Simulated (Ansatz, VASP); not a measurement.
**Two plane-wave programs on Co**

Contents of INCAR:

```
SYSTEM = Co
  ALGO = Normal
  EDIFF = 1E-6
  ENCUT = 520
  GGA = PS
  ISIF = 2
  ISMEAR = 0
  ISPIN = 2
  LASPH = .TRUE.
  LCHARG = .FALSE.
  LMAXMIX = 4
  LORBIT = 11
  LREAL = .FALSE.
  LWAVE = .FALSE.
  MAGMOM = 3 3 3 3
  NBANDS = 30
  NELM = 150
  PREC = Accurate
  SIGMA = 0.1
```

The input KPOINTS:

```
k-points
0
G
  9 9 2
  0 0 0
```

The input POSCAR:

```
Co
1.0
    2.4705617809      0.0000000000      0.0000000000
   -1.2352808905      2.1395692639      0.0000000000
    0.0000000000      0.0000000000      8.0882338000
Co
4
Direct
    0.0000000000      0.0000000000      0.0000000000
    0.3333333300      0.6666666700      0.2500000000
    0.0000000000      0.0000000000      0.5000000000
    0.6666666700      0.3333333300      0.7500000000
```

Input for Ansatz:

```yaml
crystal:
  lattice:
    - [2.4705617809, 0.0, 0.0]
    - [-1.2352808905, 2.1395692639, 0.0]
    - [0.0, 0.0, 8.0882338]
  atoms:
    - { symbol: Co, position: [0.0, 0.0, 0.0], spin: 3.0 }
    - { symbol: Co, position: [0.33333333, 0.66666667, 0.25], spin: 3.0 }
    - { symbol: Co, position: [0.0, 0.0, 0.5], spin: 3.0 }
    - { symbol: Co, position: [0.66666667, 0.33333333, 0.75], spin: 3.0 }
basis:
  ecutwfc: 420
kpoints:
  mp_grid: { grid: [9, 9, 2] }
hamiltonian:
  xc: pbesol
scf:
  occupations: { method: gaussian, width: 0.1 }
  lower_state_search: "off"
output:
  forces: true
  stress: true
  eigenvalues: true
  populations: true
magnetization:
  spin_polarized: true
```

Alike in both runs: task single point; functional PBEsol; k mesh 9 × 9 × 2; occupations gaussian, width 0.1 eV; collinear spin.

```csv
,VASP,Ansatz
version,VASP 6.6.1,Ansatz 0.2.0
potentials or method,"VASP PAW PBE potentials, release 64 (Co), cutoff 520 eV","scalar-relativistic, plane waves, PAW"
valence electrons in the cell,36,68
```

|  | VASP | Ansatz | Ansatz less VASP |
| --- | --- | --- | --- |
| gap on the k mesh at the Fermi level (eV) | none | none | - |
| pressure (GPa) | -7.5 | -6.5 | +0.98 |
| traceless stress, the component that is largest in VASP (GPa) | -0.65 | -0.41 | +0.240 |
| net moment per atom (μB) | 1.59 | 1.61 | +0.018 |
| size of the moment on the site where the two differ most (μB) | 1.61 | 1.68 | +0.069 |

VASP's potentials were made for PBE, not for PBEsol. Site moments also hang on the region over which each program counts them. A gap of «none» marks a metal or a gap that the smearing closes. VASP's potentials hold 36 valence electrons a cell and Ansatz's 68, so a difference there can come from the potentials and not from the codes.

The k mesh is coarse, so the values compare programs but aren't converged.
